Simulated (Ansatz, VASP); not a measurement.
# Ge in VASP and in Ansatz

Contents of INCAR:

```
SYSTEM = Ge
  ALGO = Normal
  EDIFF = 1E-6
  ENCUT = 500
  GGA = PE
  GGA_COMPAT = .FALSE.
  ISIF = 2
  ISMEAR = -1
  LASPH = .TRUE.
  LCHARG = .FALSE.
  LREAL = .FALSE.
  LWAVE = .FALSE.
  NBANDS = 21
  NELM = 120
  PREC = Accurate
  SIGMA = 0.02
```

The input KPOINTS:

```
k-points
0
G
  4 4 4
  0 0 0
```

File POSCAR:

```
Ge
1.0
   -2.5744897190      2.5744897190      1.3974126432
    2.5744897190     -2.5744897190      1.3974126432
    2.5744897190      2.5744897190     -1.3974126432
Ge
2
Direct
    0.5000000000      0.5000000000      0.0000000000
    0.2500000000      0.7500000000      0.5000000000
```

input.yaml

```yaml
crystal:
  lattice:
    - [-2.574489719, 2.574489719, 1.3974126432]
    - [2.574489719, -2.574489719, 1.3974126432]
    - [2.574489719, 2.574489719, -1.3974126432]
  atoms:
    - { symbol: Ge, position: [0.5, 0.5, 0.0] }
    - { symbol: Ge, position: [0.25, 0.75, 0.5] }
kpoints:
  mp_grid: { grid: [4, 4, 4] }
scf:
  occupations: { method: fermi_dirac, width: 0.02 }
hamiltonian:
  xc: pbe
  pseudopotentials: { kind: all_electron, lapw: { basis_error: 0.003 } }
output:
  forces: true
  stress: true
  eigenvalues: true
```

Alike in both runs: task single point; functional PBE; k mesh 4 × 4 × 4; occupations fermi-dirac, width 0.02 eV; no spin polarisation.

```csv
,VASP,Ansatz
version,VASP 6.6.1,Ansatz 0.2.0
potentials or method,"VASP PAW PBE potentials, release 64 (Ge_d), cutoff 500 eV","all-electron LAPW, scalar-relativistic"
```

|  | VASP | Ansatz | Ansatz less VASP |
| --- | --- | --- | --- |
| gap on the k mesh at the Fermi level (eV) | none | none | - |
| pressure (GPa) | 2.8 | 3.0 | +0.19 |
| traceless stress, the component that is largest in VASP (GPa) | 7.25 | 7.25 | -0.004 |

A gap of «none» marks a metal or a gap that the smearing closes. Ansatz ran all-electron here, and VASP with PAW potentials.

The k mesh is coarse, so the values compare programs but aren't converged. Noted on Ansatz's run: the k mesh is thin for a metal, which can move the energy by tens of meV per atom.
